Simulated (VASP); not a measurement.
A run of VASP 6.6.1:

The input INCAR:

```
SYSTEM = AlNi
PREC     = Accurate       ! precision mode
ENCUT    = 520            ! plane-wave cutoff, eV
EDIFF    = 1E-6           ! SCF threshold, eV
ISMEAR   = 0              ! smearing method
SIGMA    = 0.1            ! smearing width, eV
LREAL    = .False.        ! projectors in reciprocal space
LASPH    = .True.         ! aspherical terms in the spheres
NELM     = 60             ! most SCF steps
ALGO     = Normal         ! electronic algorithm
ISIF     = 2              ! what is computed and relaxed
LWAVE    = .False.        ! write WAVECAR
LCHARG   = .False.        ! write CHGCAR
GGA      = PS             ! functional
NBANDS   = 14             ! bands
```

KPOINTS

```
regular mesh
0
Gamma
  1 1 1
  0 0 0
```

The input POSCAR:

```
AlNi
1.0
    1.9200181183     -1.9425589801     -0.0037790393
    1.9512319427      1.9735411424      0.0255001712
    0.0173630105      0.0232309344      3.1752880394
Al Ni
1 1
Direct
   -0.0042343019      0.0203536993     -0.0081235684
    0.5000516049      0.4946897599      0.4962920952
```

Potentials or basis: VASP PAW PBE potentials, release 64 (Al, Ni).

Launch:

```bash
$ cat potpaw_PBE.64/Al/POTCAR potpaw_PBE.64/Ni/POTCAR > POTCAR
$ mpirun -np 1 vasp_gam > vasp.out
```

Hardware: 1 thread of Intel(R) Xeon(R) Platinum 8559C (Emerald Rapids), on a shared host.

Estimate the wall time of this run.

It took 2.2 s on 1 thread of Intel(R) Xeon(R) Platinum 8559C (Emerald Rapids), on a shared host, peak memory 0.12 GiB. Counts: scf iterations 11, k points 1.
